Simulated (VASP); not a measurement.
# Au (Cmcm) in VASP: single point with PBE

Aim: the single point of Au with PBE.

Everything below comes from runs of VASP 6.6.1. Logs are shortened: lines on timing, memory, paths and dates and some standing lists are left out, and cuts for length are marked.

## (1) The cell of the first run

Symmetry: Cmcm, No. 63, orthorhombic system. The conventional cell has a = 2.823 Å, b = 5.112 Å, c = 4.893 Å, α = 90.00°, β = 90.00°, γ = 90.00°. Au (site symmetry m2m) has 12 Au at 2.82 to 2.97 Å within 3.7 Å.

## (2) Single point, PBE

File INCAR:

```
PREC     = Accurate       # precision mode
ENCUT    = 520            # plane-wave cutoff, eV
EDIFF    = 1E-6           # SCF threshold, eV
ISMEAR   = 0              # smearing method
SIGMA    = 0.1            # smearing width, eV
LREAL    = F              # projectors in reciprocal space
LASPH    = T              # aspherical terms in the spheres
NELM     = 100            # most SCF steps
ALGO     = Fast           # electronic algorithm
ISIF     = 2              # what is computed and relaxed
LWAVE    = F              # write WAVECAR
LCHARG   = F              # write CHGCAR
GGA      = PE             # functional
NBANDS   = 18             # bands
```

File KPOINTS:

```
regular mesh
0
Gamma
  16 16 10
```

File POSCAR:

```
Au
1.0
    1.4113099650     -2.5559330250      0.0000000000
    1.4113099650      2.5559330250      0.0000000000
    0.0000000000      0.0000000000      4.8931696100
Au
2
Direct
    0.6653279700      0.3346720300      0.2500000000
    0.3346720300      0.6653279700      0.7500000000
```

Potentials or basis: VASP PAW PBE potentials, release 64 (Au).

Started as:

```sh
$ cat potpaw_PBE.64/Au/POTCAR > POTCAR
$ mpirun -np 1 vasp_std > vasp.out
```

OUTCAR:

```text
PREC = Accurate
   ENCUT = 520
   EDIFF = 1E-6
   ISMEAR = 0
   LREAL = F
   LASPH = T
   NELM = 100
   ISIF = 2
   GGA = PE

 ion  position               nearest neighbor table
   1  0.665  0.335  0.250-   2 2.95   2 2.95   2 2.95   2 2.95   2 2.97   2 2.97
   2  0.335  0.665  0.750-   1 2.95   1 2.95   1 2.95   1 2.95   1 2.97   1 2.97

  LATTYP: Found a base centered orthorhombic cell.
 ALAT       =     2.8226199300
 B/A-ratio  =     1.8110359088
 C/A-ratio  =     1.7335559627

  Lattice vectors:

 A1 = (   1.4113099650,  -2.5559330250,   0.0000000000)
 A2 = (   1.4113099650,   2.5559330250,   0.0000000000)
 A3 = (   0.0000000000,   0.0000000000,   4.8931696100)

Analysis of symmetry for initial positions (statically):
=====================================================================
 Subroutine PRICEL returns:
 Original cell was already a primitive cell.

 Routine SETGRP: Setting up the symmetry group for a
 base centered orthorhombic supercell.

 Subroutine GETGRP returns: Found  8 space group operations
 (whereof  4 operations were pure point group operations)
 out of a pool of  8 trial point group operations.

The static configuration has the point symmetry C_2h.
 The point group associated with its full space group is D_2h.

Analysis of symmetry for dynamics (positions and initial velocities):
=====================================================================
 Subroutine PRICEL returns:
 Original cell was already a primitive cell.

 Routine SETGRP: Setting up the symmetry group for a
 base centered orthorhombic supercell.

 Subroutine GETGRP returns: Found  8 space group operations
 (whereof  4 operations were pure point group operations)
 out of a pool of  8 trial point group operations.

The dynamic configuration has the point symmetry C_2h.
 The point group associated with its full space group is D_2h.

 Subroutine INISYM returns: Found  8 space group operations
 (whereof  4 operations are pure point group operations),
 and found     1 'primitive' translations

----------------------------------------------------------------------------------------

                                     Primitive cell

  volume of cell :      35.3014

  direct lattice vectors                    reciprocal lattice vectors
     1.411309965 -2.555933025  0.000000000     0.354280783 -0.195623279  0.000000000
     1.411309965  2.555933025  0.000000000     0.354280783  0.195623279  0.000000000
     0.000000000  0.000000000  4.893169610     0.000000000  0.000000000  0.204366511

[... 83 lines left out ...]
   EDIFF  = 0.1E-05   stopping-criterion for ELM
   LREAL  =      F    real-space projection
   EDIFFG = 0.1E-04   stopping-criterion for IOM
   NSW    =      0    number of steps for IOM
   IBRION =     -1    ionic relax: 0-MD 1-quasi-New 2-CG
   NFREE  =      0    steps in history (QN), initial steepest desc. (CG)
   ISIF   =      2    stress and relaxation
   ISYM   =      2    0-nonsym 1-usesym 2-fastsym
   POTIM  = 0.5000    time-step for ionic-motion
   TEBEG  =    0.0;   TEEND  =   0.0 temperature during run
   PSTRESS=    0.0 pullay stress
   NELECT =      22.0000    total number of electrons
   NUPDOWN=      -1.0000    fix difference up-down
   EMIN   =  10.00;   EMAX   =-10.00  energy-range for DOS
   EFERMI =   0.00;   METHOD = LEGACY
   ISMEAR =     0;   SIGMA  =   0.10  broadening in eV -4-tet -1-fermi 0-gaus
   EFERMI_NEDOS =   21; number of points for ismear=-14 and -15
   IALGO  =     68    algorithm
   IMIX   =      4    mixing-type and parameters
     AMIX     =   0.40;   BMIX     =  1.00
     AMIX_MAG =   1.60;   BMIX_MAG =  1.00
  volume/ion in A,a.u.               =      17.65       119.11
  Fermi-wavevector in a.u.,A,eV,Ry     =   1.398358  2.642513 26.604898  1.955405
  Thomas-Fermi vector in A             =   2.521524
   LORBIT       =      0    0 simple, 1 ext, 2 COOP (PROOUT), +10 PAW based schemes
   GGA     = PE    functional components
   LHFCALC =     F    Hartree Fock is set to
   AEXX    =    0.0000 exact exchange contribution
   IVDW    =     0    specifies the selected vdW correction
   LEPSILON=     F    determine dielectric tensor
   LRPA    =     F    only Hartree local field effects (RPA)
 non-spin polarized calculation
 RMM-DIIS sequential band-by-band and
 Gauss-broadening in eV      SIGMA  =   0.10
  energy-cutoff  :      520.00
  volume of cell :       35.30
 maximum number of plane-waves:       970
 NGX is ok and might be reduce to    24
   NGX = 11   NGY = 11   NGZ = 19

 number of electron      21.9999996 magnetization

 Free energy of the ion-electron system (eV)
  ---------------------------------------------------
  ext. energy  EPLUGINS =         0.00000000
  ---------------------------------------------------
  free energy    TOTEN  =        -6.41774671 eV

  energy without entropy =       -6.41516314  energy(sigma->0) =       -6.41645492

 E-fermi :   8.8790     XC(G=0): -12.5048

 val. band max:        8.8601735299   @ k =  -0.3125   0.3125   0.3000
 cond. band min:       8.8806141644   @ k =   0.5000   0.3125   0.3000
 fundamental gap:      0.0204406345
 Fermi energy:         8.8789647910

 k-point     1 :       0.0000    0.0000    0.0000
  band No.  band energies     occupation
      1      -0.5934      2.00000
      2       1.7754      2.00000
      3       4.1413      2.00000
      4       4.1972      2.00000
      5       4.5312      2.00000
      6       4.7737      2.00000
[... 481 lines left out ...]
      5       4.5294      2.00000
      6       4.8449      2.00000
[... 10 lines left out ...]
     17      26.6012      0.00000
     18      27.0667      0.00000

 [... further k-points ...]

------------------------ aborting loop because EDIFF is reached ----------------------------------------

  FORCE on cell =-STRESS in cart. coord.  units (eV):
  Direction    XX          YY          ZZ          XY          YZ          ZX
  --------------------------------------------------------------------------------------
  -------------------------------------------------------------------------------------
  Total        0.9521307      0.5799044      0.4295722      0.0000000     -0.0000000      0.0000000
  in kB       43.2130584     26.3193310     19.4964062      0.0000000     -0.0000000      0.0000000
  external PRESSURE =      29.6762652 kB  Pullay stress =       0.0000000 kB

 VOLUME and BASIS-vectors are now :
 -----------------------------------------------------------------------------
  energy-cutoff  :      520.00
  volume of cell :       35.30
      direct lattice vectors                 reciprocal lattice vectors
     1.411309965 -2.555933025  0.000000000     0.354280783 -0.195623279  0.000000000
     1.411309965  2.555933025  0.000000000     0.354280783  0.195623279  0.000000000
     0.000000000  0.000000000  4.893169610     0.000000000  0.000000000  0.204366511

 POSITION                                       TOTAL-FORCE (eV/Angst)
 -----------------------------------------------------------------------------------
      1.41131     -0.84513      1.22329         0.000000      0.015298     -0.000000
      1.41131      0.84513      3.66988         0.000000     -0.015298      0.000000
 -----------------------------------------------------------------------------------
    total drift:                                0.000000      0.000000     -0.000000

  FREE ENERGIE OF THE ION-ELECTRON SYSTEM (eV)
  ---------------------------------------------------
  free  energy   TOTEN  =        -6.4177467053 eV

  energy  without entropy=       -6.4151631436  energy(sigma->0) =       -6.41645492
```

OSZICAR:

```text
N       E                     dE             d eps       ncg     rms          rms(c)
DAV:   1     0.122888487436E+03    0.12289E+03   -0.11749E+04 15800   0.118E+03
DAV:   2    -0.487196220278E+01   -0.12776E+03   -0.12195E+03 16762   0.260E+02
DAV:   3    -0.694069057074E+01   -0.20687E+01   -0.20574E+01 18386   0.332E+01
DAV:   4    -0.694968546573E+01   -0.89949E-02   -0.89939E-02 17408   0.231E+00
DAV:   5    -0.694976846313E+01   -0.82997E-04   -0.82998E-04 17522   0.237E-01    0.119E+01
RMM:   6    -0.645324889451E+01    0.49652E+00   -0.88235E-01 15772   0.706E+00    0.767E+00
RMM:   7    -0.642195315829E+01    0.31296E-01   -0.12298E-01 16182   0.283E+00    0.332E+00
RMM:   8    -0.641782521376E+01    0.41279E-02   -0.14414E-02 16287   0.885E-01    0.470E-01
RMM:   9    -0.641773696424E+01    0.88250E-04   -0.85972E-04 17333   0.225E-01    0.165E-01
RMM:  10    -0.641774552083E+01   -0.85566E-05   -0.12657E-04 17319   0.756E-02    0.117E-01
RMM:  11    -0.641774657055E+01   -0.10497E-05   -0.27147E-05 17192   0.338E-02    0.151E-02
RMM:  12    -0.641774670527E+01   -0.13473E-06   -0.31709E-06 13845   0.115E-02
   1 F= -.64177467E+01 E0= -.64164549E+01  d E =-.258356E-02
```

It took 2.8 min on 1 thread of AMD EPYC 7R13 (Zen 3), shared host; peak memory 0.3 GiB.

What came out:

* Free energy: -6.4177 eV
* Pressure: 3.0 GPa
* Largest force: 0.015 eV/Å
* Band gap on the k mesh: zero (bands 11 and 12 overlap by 6.58 eV)

Forces in eV/Å, atoms in the order of the input:
```
Au   0.000  0.015  0.000
Au   0.000 -0.015  0.000
```

Stress tensor (GPa, compression positive):
```
4.32 0.00 0.00
0.00 2.63 0.00
0.00 0.00 1.95
```

Caveat: spin-orbit coupling is left out, which moves the levels of the heavy elements.
